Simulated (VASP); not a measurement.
# H4C in VASP: a series of runs

The runs below take H4C through single point, with PBE+D3(BJ).

Program: VASP 6.6.1. These are calculated values, not measurements. Logs are shortened: lines on timing, memory, paths and dates and some standing lists are left out, and cuts for length are marked.

## 1. The cell of the first run

The cell holds an amorphous packing of atoms, 40 atoms: a = 7.873 Å, b = 7.873 Å, c = 7.873 Å, α = 90.00°, β = 90.00°, γ = 90.00°.

## 2. Single point, PBE+D3(BJ)

INCAR reads:

```
PREC = Accurate
ENCUT = 520
EDIFF = 1E-7
ISMEAR = -1
SIGMA = 0.05
LREAL = Auto
LASPH = True
NELM = 60
ALGO = Normal
ISIF = 2
LWAVE = False
LCHARG = True
GGA = PE
IVDW = 12
LELF = True
LVHAR = True
NBANDS = 58
```

KPOINTS reads:

```
regular mesh
0
Gamma
  1 1 1
```

POSCAR reads:

```
H4C
1.0
    7.8729940000      0.0000000000      0.0000000000
    0.0000000000      7.8729940000      0.0000000000
    0.0000000000      0.0000000000      7.8729940000
C H
8 32
Direct
    0.5077991930      1.0124737806      0.7049922812
    0.6128799285      0.8536142667      0.6710788805
    0.1018291135      0.8375847867      0.4315130940
    0.2128415187      0.8653124847      0.2726789834
    0.5338756768      0.3979426378      0.0017655291
    0.6687925839      0.2646388401      0.0396418440
    0.9053099748      0.3619207636      0.4537282767
    1.1000643465      0.3219740800      0.4846567900
    0.3601425328      1.0099969592      0.6901948611
    0.5361873767      1.0454091544      0.8376736982
    0.5463232920      1.1275507132      0.6334184937
    0.7353873253      0.8507690975      0.7268645194
    0.5535886348      0.7482413933      0.7440752527
    0.6261150459      0.8174272710      0.5363524982
    0.1465897218      0.7258864925      0.4949578267
    0.1194335979      0.9491306611      0.5213391500
   -0.0411025335      0.8126133463      0.4187606392
    0.1745460494      0.9530935753      0.1768704511
    0.3406963094      0.9103652308      0.3088024708
    0.2197639170      0.7365050704      0.2056904908
    0.5821927465      0.5038108755     -0.0690588612
    0.4335707610      0.3301031348     -0.0741014155
    0.4862953027      0.4414584845      0.1291376572
    0.6060718451      0.1584784645      0.1003430207
    0.7223173293      0.2183794374     -0.0775054573
    0.7733271485      0.3100726356      0.1040264987
    0.8442277487      0.4200943123      0.5614255517
    0.8870704080      0.4542490443      0.3512894840
    0.8209202243      0.2486855699      0.4461072878
    1.1385884455      0.1983362365      0.4390959780
    1.1857242620      0.4181255568      0.4234475474
    1.1329616154      0.3319194705      0.6190529295
    0.0341674336      0.5564719089     -0.0775562639
   -0.0295948403      0.5001273975     -0.0114822900
    0.8062879255     -0.2499684364      0.1343707362
    0.8049796558     -0.1585419727      0.1583641496
    0.2725900718      0.6494225704      0.7845681071
    0.2386131629      0.7369877330      0.8186720325
   -0.0147720168     -0.0273085436      0.8179861435
   -0.0455481104     -0.1036200459      0.8594951298
```

Potentials or basis: VASP PAW PBE potentials, release 64 (C, H).

Launch:

```bash
$ cat potpaw_PBE.64/C/POTCAR potpaw_PBE.64/H/POTCAR > POTCAR
$ mpirun -np 1 vasp_gam > vasp.out
```

OUTCAR:

```text
PREC = Accurate
   ENCUT = 520
   EDIFF = 1E-7
   ISMEAR = -1
   LREAL = Auto
   LASPH = True
   NELM = 60
   ISIF = 2
   GGA = PE
   IVDW = 12
 IVDW          = 12

 ion  position               nearest neighbor table
   1  0.508  0.012  0.705-  10 1.10  11 1.11   9 1.17   2 1.52
   2  0.613  0.854  0.671-  12 1.06  14 1.10  13 1.11   1 1.52
   3  0.102  0.838  0.432-  15 1.07  16 1.14  17 1.15   4 1.54
   4  0.213  0.865  0.273-  18 1.07  19 1.10  20 1.14   3 1.54
   5  0.534  0.398  0.002-  21 1.07  23 1.12  22 1.13   6 1.52
   6  0.669  0.265  0.040-  26 1.03  25 1.08  24 1.08   5 1.52
   7  0.905  0.362  0.454-  27 1.08  28 1.10  29 1.11   8 1.58
   8  0.100  0.322  0.485-  30 1.08  32 1.09  31 1.12   7 1.58
   9  0.360  0.010  0.690-   1 1.17
  10  0.536  0.045  0.838-   1 1.10
  11  0.546  0.128  0.633-   1 1.11
  12  0.735  0.851  0.727-   2 1.06
  13  0.554  0.748  0.744-   2 1.11
  14  0.626  0.817  0.536-   2 1.10
[... 24 lines left out ...]
  39  0.985  0.973  0.818-  40 0.73
  40  0.954  0.896  0.859-  39 0.73

  LATTYP: Found a simple cubic cell.
 ALAT       =     7.8729940000

  Lattice vectors:

 A1 = (   7.8729940000,   0.0000000000,   0.0000000000)
 A2 = (   0.0000000000,   7.8729940000,   0.0000000000)
 A3 = (   0.0000000000,   0.0000000000,   7.8729940000)

Analysis of symmetry for initial positions (statically):
=====================================================================
 Subroutine PRICEL returns:
 Original cell was already a primitive cell.

 Routine SETGRP: Setting up the symmetry group for a
 simple cubic supercell.

 Subroutine GETGRP returns: Found  1 space group operations
 (whereof  1 operations were pure point group operations)
 out of a pool of 48 trial point group operations.

The static configuration has the point symmetry C_1 .

Analysis of symmetry for dynamics (positions and initial velocities):
=====================================================================
 Subroutine PRICEL returns:
 Original cell was already a primitive cell.

 Routine SETGRP: Setting up the symmetry group for a
 simple cubic supercell.

 Subroutine GETGRP returns: Found  1 space group operations
 (whereof  1 operations were pure point group operations)
 out of a pool of 48 trial point group operations.

The dynamic configuration has the point symmetry C_1 .

 Subroutine INISYM returns: Found  1 space group operations
 (whereof  1 operations are pure point group operations),
 and found     1 'primitive' translations

----------------------------------------------------------------------------------------

                                     Primitive cell

  volume of cell :     487.9999

  direct lattice vectors                    reciprocal lattice vectors
     7.872994000  0.000000000  0.000000000     0.127016482  0.000000000  0.000000000
     0.000000000  7.872994000  0.000000000     0.000000000  0.127016482  0.000000000
     0.000000000  0.000000000  7.872994000     0.000000000  0.000000000  0.127016482

  length of vectors
     7.872994000  7.872994000  7.872994000     0.127016482  0.127016482  0.127016482

  position of ions in fractional coordinates (direct lattice)
     0.507799193  0.012473781  0.704992281
     0.612879928  0.853614267  0.671078880
     0.101829114  0.837584787  0.431513094
     0.212841519  0.865312485  0.272678983
     0.533875677  0.397942638  0.001765529
     0.668792584  0.264638840  0.039641844
[... 32 lines left out ...]
     0.985227983  0.972691456  0.817986144
     0.954451890  0.896379954  0.859495130

  ion indices of the primitive-cell ions
   primitive index   ion index
                 1           1
                 2           2
                 3           3
                 4           4
                 5           5
                 6           6
[... 32 lines left out ...]
                39          39
                40          40

----------------------------------------------------------------------------------------

 KPOINTS: regular mesh

Automatic generation of k-mesh.
 Grid dimensions read from file:
 generate k-points for:    1    1    1

 Generating k-lattice:

  Cartesian coordinates                     Fractional coordinates (reciprocal lattice)
     0.127016482  0.000000000  0.000000000     1.000000000  0.000000000  0.000000000
     0.000000000  0.127016482  0.000000000     0.000000000  1.000000000  0.000000000
     0.000000000  0.000000000  0.127016482     0.000000000  0.000000000  1.000000000

  Length of vectors
     0.127016482  0.127016482  0.127016482

  Shift w.r.t. Gamma in fractional coordinates (k-lattice)
     0.000000000  0.000000000  0.000000000

 Subroutine IBZKPT returns following result:
 ===========================================

 Found      1 irreducible k-points:

 Following reciprocal coordinates:
            Coordinates               Weight
  0.000000  0.000000  0.000000      1.000000
   k-points           NKPTS =      1   k-points in BZ     NKDIM =      1   number of bands    NBANDS=     58
   number of dos      NEDOS =    301   number of ions     NIONS =     40
   total plane-waves  NPLWV = 216000
   dimension x,y,z NGX =    60 NGY =   60 NGZ =   60
   dimension x,y,z NGXF=   120 NGYF=  120 NGZF=  120
   ions per type =               8  32
   NGX,Y,Z   is equivalent  to a cutoff of  12.67, 12.67, 12.67 a.u.
   NGXF,Y,Z  is equivalent  to a cutoff of  25.34, 25.34, 25.34 a.u.
 SYSTEM =  unknown system
   PREC   = accura    normal or accurate (medium, high low for compatibility)
   ISTART =      0    job   : 0-new  1-cont  2-samecut
   ICHARG =      2    charge: 1-file 2-atom 10-const
   ISPIN  =      1    spin polarized calculation?
   LNONCOLLINEAR =      F non collinear calculations
   LSORBIT =      F    spin-orbit coupling
   LASPH  =      T    aspherical Exc in radial PAW
   ENCUT  =  520.0 eV  38.22 Ry    6.18 a.u.  14.64 14.64 14.64*2*pi/ulx,y,z
   NELM   =     60;   NELMIN=  2; NELMDL= -5     # of ELM steps
   EDIFF  = 0.1E-06   stopping-criterion for ELM
   LREAL  =      T    real-space projection
   EDIFFG = 0.1E-05   stopping-criterion for IOM
   NSW    =      0    number of steps for IOM
   IBRION =     -1    ionic relax: 0-MD 1-quasi-New 2-CG
   NFREE  =      0    steps in history (QN), initial steepest desc. (CG)
   ISIF   =      2    stress and relaxation
   ISYM   =      2    0-nonsym 1-usesym 2-fastsym
   POTIM  = 0.5000    time-step for ionic-motion
   TEBEG  =    0.0;   TEEND  =   0.0 temperature during run
   PSTRESS=    0.0 pullay stress
   NELECT =      64.0000    total number of electrons
   NUPDOWN=      -1.0000    fix difference up-down
   EMIN   =  10.00;   EMAX   =-10.00  energy-range for DOS
   EFERMI =   0.00;   METHOD = LEGACY
   ISMEAR =    -1;   SIGMA  =   0.05  broadening in eV -4-tet -1-fermi 0-gaus
   EFERMI_NEDOS =   21; number of points for ismear=-14 and -15
   IALGO  =     38    algorithm
   IMIX   =      4    mixing-type and parameters
     AMIX     =   0.40;   BMIX     =  1.00
     AMIX_MAG =   1.60;   BMIX_MAG =  1.00
  volume/ion in A,a.u.               =      12.20        82.33
  Fermi-wavevector in a.u.,A,eV,Ry     =   0.831754  1.571787  9.412711  0.691815
  Thomas-Fermi vector in A             =   1.944694
   LORBIT       =      0    0 simple, 1 ext, 2 COOP (PROOUT), +10 PAW based schemes
   GGA     = PE    functional components
   LHFCALC =     F    Hartree Fock is set to
   AEXX    =    0.0000 exact exchange contribution
   IVDW    =    12    specifies the selected vdW correction
   LEPSILON=     F    determine dielectric tensor
   LRPA    =     F    only Hartree local field effects (RPA)
 non-spin polarized calculation
  energy-cutoff  :      520.00
  volume of cell :      488.00
 maximum number of plane-waves:      6603
 NGX is ok and might be reduce to    60
   NGX = 29   NGY = 29   NGZ = 29

 number of electron      64.0000004 magnetization

 Free energy of the ion-electron system (eV)
  ---------------------------------------------------
  ext. energy  EPLUGINS =         0.00000000
  ---------------------------------------------------
  free energy    TOTEN  =      -187.79515344 eV

  energy without entropy =     -187.79515344  energy(sigma->0) =     -187.79515344

 E-fermi :  -4.2838     XC(G=0):  -5.6354

 val. band max:       -5.4722679801   @ k =   0.0000   0.0000   0.0000
 cond. band min:       1.1679093784   @ k =   0.0000   0.0000   0.0000
 fundamental gap:      6.6401773585
 Fermi energy:        -4.2838072791

 k-point     1 :       0.0000    0.0000    0.0000
  band No.  band energies     occupation
      1     -16.6044      2.00000
      2     -16.3421      2.00000
      3     -16.2681      2.00000
      4     -16.1203      2.00000
      5     -13.1661      2.00000
      6     -12.9595      2.00000
[... 36 lines left out ...]
     43       3.7665      0.00000
     44       3.9114      0.00000
 [bands above 44 left out]

------------------------ aborting loop because EDIFF is reached ----------------------------------------

 Edisp (eV)   -1.11154

 E8    (eV) :    -0.2316

  FORCE on cell =-STRESS in cart. coord.  units (eV):
  Direction    XX          YY          ZZ          XY          YZ          ZX
  --------------------------------------------------------------------------------------
  -------------------------------------------------------------------------------------
  Total      -5.02181    -0.49334     1.12764    -1.41105     0.38007     2.78646
  in kB     -16.48736    -1.61972     3.70223    -4.63268     1.24784     9.14836
  external pressure =       -4.80 kB  Pullay stress =        0.00 kB

 VOLUME and BASIS-vectors are now :
 -----------------------------------------------------------------------------
  energy-cutoff  :      520.00
  volume of cell :      488.00
      direct lattice vectors                 reciprocal lattice vectors
     7.872994000  0.000000000  0.000000000     0.127016482  0.000000000  0.000000000
     0.000000000  7.872994000  0.000000000     0.000000000  0.127016482  0.000000000
     0.000000000  0.000000000  7.872994000     0.000000000  0.000000000  0.127016482

 POSITION                                       TOTAL-FORCE (eV/Angst)
 -----------------------------------------------------------------------------------
      3.99790      0.09821      5.55040        -0.906015      0.958258      0.293099
      4.82520      6.72050      5.28340        -1.701851     -1.004898     -0.379045
      0.80170      6.59430      3.39730        -0.858768      1.494603      0.320861
      1.67570      6.81260      2.14680         0.036928     -2.063685      0.087149
      4.20320      3.13300      0.01390        -0.673864     -1.063541      0.963525
      5.26540      2.08350      0.31210        -1.489808     -0.325685     -1.652461
[... 32 lines left out ...]
      7.75669      7.65799      6.44000         0.331362      0.748958     -0.355828
      7.51439      7.05719      6.76680        -0.207523     -0.661332      0.460690
 -----------------------------------------------------------------------------------
    total drift:                                0.016457     -0.021159      0.010311

  FREE ENERGIE OF THE ION-ELECTRON SYSTEM (eV)
  ---------------------------------------------------
  free  energy   TOTEN  =      -188.9066929055 eV

  energy  without entropy=     -188.9066929054  energy(sigma->0) =     -188.90669291
```

It took 60 s on 1 thread of Intel Xeon Platinum 8488C (Sapphire Rapids), shared host; peak memory 0.45 GiB.

Results:

```
Free energy                : -188.9067 eV
Pressure                   : -0.5 GPa
Largest force              : 2.607 eV/Å
Band gap on the k mesh     : 6.64 eV
Dispersion energy per atom : -0.028 eV
```

Forces on the atoms (eV/Å):
```
C   -0.906  0.958  0.293
C   -1.702 -1.005 -0.379
C   -0.859  1.495  0.321
C    0.037 -2.064  0.087
C   -0.674 -1.064  0.964
C   -1.490 -0.326 -1.652
C    0.624 -0.525  0.315
C   -0.577  1.223 -0.227
H    1.876 -0.550  0.075
H   -0.452  0.112  0.039
H    0.142 -0.350 -0.112
H    1.234  0.732  0.270
H   -0.175 -0.017 -0.594
H   -0.188 -0.024  0.155
H    0.439 -0.572  0.569
H   -0.359 -0.948 -0.548
H    1.315  0.532 -0.407
H   -0.891  0.818 -0.515
H   -0.034 -0.453  0.105
H    0.366  1.126  0.389
H    0.212  0.685 -0.412
H    0.199  0.787  0.516
H   -0.236  0.037 -0.918
H    0.161 -0.458  0.544
H    0.176 -0.412 -0.727
H    1.714  0.822  1.784
H    0.196  0.738  0.901
H   -0.109 -0.388 -0.338
H    0.626  0.086 -0.758
H   -0.002 -0.359 -0.198
H   -0.609 -0.430  0.060
H   -0.096 -0.220  0.297
H   -1.279 -1.135  1.322
H    1.237  1.091 -1.309
H   -0.037 -0.199 -0.075
H   -0.034  0.203  0.036
H   -0.345  0.915  0.388
H    0.377 -0.950 -0.366
H    0.331  0.749 -0.356
H   -0.208 -0.661  0.461
```

Caveat: the k points lie up to 0.80 Å⁻¹ apart.

## 3. Single point, PBE+D3(BJ)

INCAR reads:

```
SYSTEM = H4C
PREC = Accurate ; ENCUT = 520
EDIFF = 1E-7 ; ISMEAR = -1
SIGMA = 0.05 ; LREAL = Auto
LASPH = .True. ; NELM = 100
ALGO = Normal ; ISIF = 2
LWAVE = .False. ; LCHARG = .True.
GGA = PE ; IVDW = 12
LELF = .True. ; LVHAR = .True.
NBANDS = 58
```

KPOINTS reads:

```
Automatic mesh
0
Gamma
  1 1 1
  0 0 0
```

POSCAR reads:

```
H4C
1.0
    7.8729940000      0.0000000000      0.0000000000
    0.0000000000      7.8729940000      0.0000000000
    0.0000000000      0.0000000000      7.8729940000
C H
8 32
Direct
    0.5118510188      1.0049798082      0.6610318768
    0.5893691777      0.8304464604      0.6875021116
    0.0888353274      0.8322754977      0.3828530798
    0.2183540341      0.9016391985      0.2444305178
    0.5070116909      0.3923158077      0.0068715917
    0.6405441183      0.2635083934      0.0634066278
    0.8784205856      0.3221137981      0.4916172932
    1.0704695063      0.3239682388      0.4735047429
    0.4382449675      1.0052465428      0.5508577804
    0.4449514378      1.0511248961      0.7707233106
    0.6190148246      1.0888233879      0.6525852808
    0.7001656549      0.8285031082      0.7679924562
    0.4922904806      0.7449135615      0.7125751652
    0.6200690614      0.7866892824      0.5589614320
    0.1169567765      0.7048398614      0.4345868929
    0.0917313032      0.9086886133      0.4972568250
   -0.0394767226      0.8314625922      0.3382448913
    0.1791059411      1.0387788940      0.2205133142
    0.3589485779      0.8983748749      0.2686144559
    0.2029088299      0.8309164214      0.1252001462
    0.5648422951      0.5003941321     -0.0696558387
    0.4016515191      0.3478346357     -0.0645624778
    0.4476314856      0.4550238448      0.1129176524
    0.6256831899      0.1477455718      0.1459546394
    0.6921763182      0.2043441161     -0.0528515581
    0.7573992816      0.3404676798      0.1151150376
    0.8376609966      0.3074687978      0.6273598075
    0.8360478872      0.4418014290      0.4457262383
    0.8245274923      0.2307635443      0.4071132278
    1.1047131498      0.2996064775      0.3375844056
    1.1284906352      0.4433764334      0.4861936895
    1.1366577950      0.2339135531      0.5672175033
    0.0438587912      0.5291760669      0.1487744053
    0.0208052997      0.5024009926      0.0705703574
    0.6812401991     -0.2428809167      0.1098565552
    0.6265087970     -0.3275882085      0.0997714465
    0.1963039728      0.5376226630      0.7465266708
    0.2455355612      0.6097045165      0.7389818918
   -0.0090308719     -0.0306490771      0.8726667390
    0.0442144374     -0.1062746904      0.8770361060
```

Potentials or basis: VASP PAW PBE potentials, release 64 (C, H).

Launch:

```bash
$ cat potpaw_PBE.64/C/POTCAR potpaw_PBE.64/H/POTCAR > POTCAR
$ mpirun -np 1 vasp_gam > vasp.out
```

It took 60 s on 1 thread of Intel Xeon Platinum 8488C (Sapphire Rapids), shared host; peak memory 0.48 GiB.

The run converged. Its results:

| Quantity | Value |
| --- | --- |
| Free energy | -188.6070 eV |
| Pressure | 0.8 GPa |
| Largest force | 3.298 eV/Å |
| Band gap on the k mesh | 6.94 eV |
| Dispersion energy per atom | -0.027 eV |

Forces on the atoms (eV/Å):
```
C    1.611 -0.233  1.653
C    0.199  0.885 -1.871
C    2.081 -0.196  0.058
C   -0.881  0.519  0.315
C    0.769  0.911  0.371
C    2.567  0.362 -0.416
C    0.769  0.271  1.243
C    0.661 -2.147 -0.242
H   -1.172  0.345 -1.468
H   -0.766  0.093  0.546
H    0.432  0.924 -0.602
H    0.182 -0.276  0.459
H   -1.362 -1.671  1.403
H    0.849 -0.080 -0.160
H    0.124  0.005 -0.554
H    0.003  0.614  0.257
H   -0.812  0.049 -0.539
H    0.525 -1.016 -0.002
H   -0.876 -0.032  0.497
H   -0.118  0.065 -0.033
H   -0.223 -1.111  0.435
H   -0.745 -0.904 -0.838
H   -0.255  0.384  0.822
H   -0.861  1.139 -0.053
H    0.097  0.061 -0.067
H   -1.476 -1.082 -0.368
H    0.029 -0.048 -0.821
H   -0.784  1.160 -0.225
H   -0.559 -0.973 -0.143
H   -0.004 -0.640  0.657
H    0.403  1.662  0.793
H   -0.480  0.646 -1.231
H    0.888  1.051  2.967
H   -0.877 -1.008 -3.015
H   -0.660 -1.028 -0.078
H    0.773  1.216  0.212
H   -1.412 -2.042  0.248
H    1.408  2.096 -0.165
H   -0.468  0.649 -0.052
H    0.419 -0.618  0.011
```

Stress tensor (GPa, compression positive):
```
0.60 0.40 0.47
0.40 1.26 1.40
0.47 1.40 0.50
```

Levels at points of the mesh, in eV from the valence-band top:
| k point | band 30 | band 31 | band 32 | band 33 | band 34 | band 35 |
| --- | --- | --- | --- | --- | --- | --- |
| (0.00, 0.00, 0.00) | -0.17 | -0.06 | 0.00 | 6.94 | 7.42 | 7.55 |

Caveat: the k points lie up to 0.80 Å⁻¹ apart.
